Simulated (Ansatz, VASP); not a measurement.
**ReBiH4 in VASP and in Ansatz**

```
CELL_PARAMETERS angstrom
0.00000 3.13209 3.13209
3.13209 0.00000 3.13209
3.13209 3.13209 0.00000
ATOMIC_POSITIONS crystal
Re 0.25000 0.25000 0.25000
Bi 0.00000 0.00000 0.00000
H 0.23147 0.58951 0.58951
H 0.58951 0.58951 0.58951
H 0.58951 0.23147 0.58951
H 0.58951 0.58951 0.23147
```

Alike in both runs: functional PBE; k mesh 10 × 10 × 10; occupations gaussian, width 0.1 eV; no spin polarisation.

Ansatz relaxed the structure, and its values are those at the end. VASP's run is a single point on that final structure, the one shown.

|  | VASP | Ansatz |
| --- | --- | --- |
| version | VASP 6.6.1 | Ansatz 0.2.0 |
| potentials or method | VASP PAW PBE potentials, release 64 (Re, Bi_d, H), cutoff 520 eV | scalar-relativistic, plane waves, PAW |
| valence electrons in the cell | 26 | 34 |

VASP gave:

| Item | Value |
| --- | --- |
| gap on the k mesh at the Fermi level (eV) | none |
| pressure (GPa) | -0.1 |
| rms of the force components (eV/Å) | 0.005 |

Which values does Ansatz return?

gap on the k mesh at the Fermi level (eV): none; pressure (GPa): 0.0; rms of the force components (eV/Å): 0.000.

A gap of «none» marks a metal or a gap that the smearing closes. VASP's potentials hold 26 valence electrons a cell and Ansatz's 34, so a difference there can come from the potentials and not from the codes.

Spin-orbit coupling is off throughout.
